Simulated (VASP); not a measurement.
A run of VASP 6.6.1:

Contents of INCAR:

```
SYSTEM = SiC
  ALGO = Normal
  EDIFF = 1E-7
  ENCUT = 520
  GGA = PS
  ISIF = 2
  ISMEAR = 0
  LASPH = .True.
  LCHARG = .False.
  LREAL = .False.
  LWAVE = .False.
  NBANDS = 11
  NELM = 100
  PREC = Accurate
  SIGMA = 0.01
```

Contents of KPOINTS:

```
k-points
0
Gamma
  10 10 10
  0 0 0
```

File POSCAR:

```
SiC
1.0
    0.0000000000      2.1893039299      2.1893039299
    2.1893039299      0.0000000000      2.1893039299
    2.1893039299      2.1893039299      0.0000000000
Si C
1 1
Direct
    0.0000000000      0.0000000000      0.0000000000
    0.7500000000      0.7500000000      0.7500000000
```

Potentials or basis: VASP PAW PBE potentials, release 64 (Si, C).

Launch:

```console
$ cat potpaw_PBE.64/Si/POTCAR potpaw_PBE.64/C/POTCAR > POTCAR
$ mpirun -np 1 vasp_std > vasp.out
```

Hardware: 1 thread of Intel(R) Xeon(R) Platinum 8488C (Sapphire Rapids) (shared host).

Question: How long does it take, and how much memory?

Answer: It took 4.9 s on 1 thread of Intel(R) Xeon(R) Platinum 8488C (Sapphire Rapids), with other jobs on the host, peak memory 0.13 GiB. Counts: scf iterations 13, k points 47.
